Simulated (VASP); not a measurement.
Write the native input for VASP 6.6.1 that does the following.

```
Task                   : single point
Functional             : r2SCAN
Potentials or basis    : VASP PAW PBE potentials, release 64 (Se, Li_sv)
Cutoff                 : 520 eV
k mesh                 : 4 × 5 × 2
Occupations            : fermi-dirac, width 0.0993 eV
Spin                   : no spin polarisation
Dipole correction      : no
Further INCAR settings : ALGO = Normal; EDIFF = 1e-06; NBANDS = 31
```

LiSe3:

```xyz
8
Lattice="5.2666 0.0000 0.0000 0.0000 3.6488 0.0000 -1.1966 0.0000 9.1140" Properties=species:S:1:pos:R:3 pbc="T T T"
Se    3.3502    0.9122    5.0491
Se    0.7198    2.7366    4.0648
Se    2.1934    0.9122    1.5858
Se    1.8766    2.7366    7.5281
Se    4.4745    0.9122    1.5403
Se   -0.4045    2.7366    7.5737
Li    0.7160    0.9122    5.9788
Li    3.3540    2.7366    3.1352
```

One way to write it, as run:

POSCAR

```
LiSe3
1.0
    5.2666300000      0.0000000000      0.0000000000
    0.0000000000      3.6488460000      0.0000000000
   -1.1966400000      0.0000000000      9.1139690000
Se Li
6 2
Direct
    0.7620000000      0.2500000000      0.5540000000
    0.2380000000      0.7500000000      0.4460000000
    0.4560000000      0.2500000000      0.1740000000
    0.5440000000      0.7500000000      0.8260000000
    0.8880000000      0.2500000000      0.1690000000
    0.1120000000      0.7500000000      0.8310000000
    0.2850000000      0.2500000000      0.6560000000
    0.7150000000      0.7500000000      0.3440000000
```

INCAR.step1

```
SYSTEM = LiSe3
  ALGO = Normal
  EDIFF = 1E-4
  ENCUT = 520
  GGA = PE
  ISMEAR = -1
  LASPH = .TRUE.
  LCHARG = .FALSE.
  LREAL = .FALSE.
  LWAVE = .TRUE.
  NBANDS = 31
  NELM = 80
  PREC = Accurate
  SIGMA = 0.0993
```

INCAR.step2

```
SYSTEM = LiSe3
  ALGO = Normal
  EDIFF = 1E-6
  ENCUT = 520
  ISIF = 2
  ISMEAR = -1
  ISTART = 1
  LASPH = .TRUE.
  LCHARG = .FALSE.
  LMIXTAU = .TRUE.
  LREAL = .FALSE.
  LWAVE = .FALSE.
  METAGGA = R2SCAN
  NBANDS = 31
  NELM = 80
  PREC = Accurate
  SIGMA = 0.0993
```

KPOINTS

```
k-points
0
G
  4 5 2
  0 0 0
```

Potentials or basis: VASP PAW PBE potentials, release 64 (Se, Li_sv).

Run with:

```console
$ cat potpaw_PBE.64/Se/POTCAR potpaw_PBE.64/Li_sv/POTCAR > POTCAR
$ cp INCAR.step1 INCAR
$ mpirun -np 1 vasp_std > vasp.out
$ cp INCAR.step2 INCAR
$ mpirun -np 1 vasp_std > vasp.out
```

Results of the run:

* Largest force: 1.011 eV/Å
* Band gap on the k mesh: zero (band 21 reaches 3.52 eV, above the bottom of band 22 at 2.25 eV)

Caveat: the PAW data sets were made with another functional, which shifts forces and pressure a little.

Run time: 3.2 min on 1 thread of Intel(R) Xeon(R) 6975P-C (Granite Rapids), with other jobs on the host, peak memory 0.33 GiB.
